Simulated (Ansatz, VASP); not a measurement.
**Two plane-wave programs on EuS**

File INCAR:

```
  PREC = Accurate
  ENCUT = 600
  EDIFF = 1E-6
  ISMEAR = -1
  SIGMA = 0.05
  LREAL = F
  LASPH = T
  NELM = 200
  ALGO = Normal
  ISIF = 2
  LWAVE = F
  LCHARG = F
  ISPIN = 2
  MAGMOM = 7 0
  LORBIT = 11
  LMAXMIX = 6
  GGA = CA
  NBANDS = 22
  GGA_COMPAT = F
```

File KPOINTS:

```
regular mesh
0
Gamma
  8 8 8
```

The input POSCAR:

```
EuS
1.0
    0.0000000000      2.9382450654      2.9382450654
    2.9382450654      0.0000000000      2.9382450654
    2.9382450654      2.9382450654      0.0000000000
Eu S
1 1
Direct
    0.0000000000      0.0000000000      0.0000000000
    0.5000000000      0.5000000000      0.5000000000
```

File input.yaml:

```yaml
crystal:
  lattice:
    - [0.0, 2.9382450654, 2.9382450654]
    - [2.9382450654, 0.0, 2.9382450654]
    - [2.9382450654, 2.9382450654, 0.0]
  atoms:
    - { symbol: Eu, position: [0.0, 0.0, 0.0], spin: 7.0 }
    - { symbol: S, position: [0.5, 0.5, 0.5] }
hamiltonian:
  xc: lda
  pseudopotentials: { kind: paw }
magnetization:
  spin_polarized: true
kpoints:
  mp_grid: { grid: [8, 8, 8] }
scf:
  occupations: { method: fermi_dirac, width: 0.05 }
output:
  forces: true
  stress: true
  eigenvalues: true
```

Alike in both runs: task single point; functional LDA; k mesh 8 × 8 × 8; occupations fermi-dirac, width 0.05 eV; collinear spin.

```csv
,VASP,Ansatz
version,VASP 6.6.1,Ansatz 0.2.0
potentials or method,"VASP PAW PBE potentials, release 64 (Eu, S)",Ansatz PAW
plane-wave cutoff (eV),600,420
valence electrons in the cell,23,23
```

VASP gave:

* gap on the k mesh at the Fermi level (eV): none
* pressure (GPa): -6.2
* net moment per atom (μB): 3.46
* size of the moment on the site where the two differ most (μB): 6.57

Problem. Which values does Ansatz return?

Solution. gap on the k mesh at the Fermi level (eV): none; pressure (GPa): -6.0; net moment per atom (μB): 3.47; size of the moment on the site where the two differ most (μB): 6.71.

VASP's potentials were made for PBE, not for LDA. LDA's correlation is that of Perdew and Zunger in VASP and of Perdew and Wang (1992) in Ansatz. Site moments also hang on the region over which each program counts them. A gap of «none» marks a metal or a gap that the smearing closes.

Neither program's run includes spin-orbit coupling.
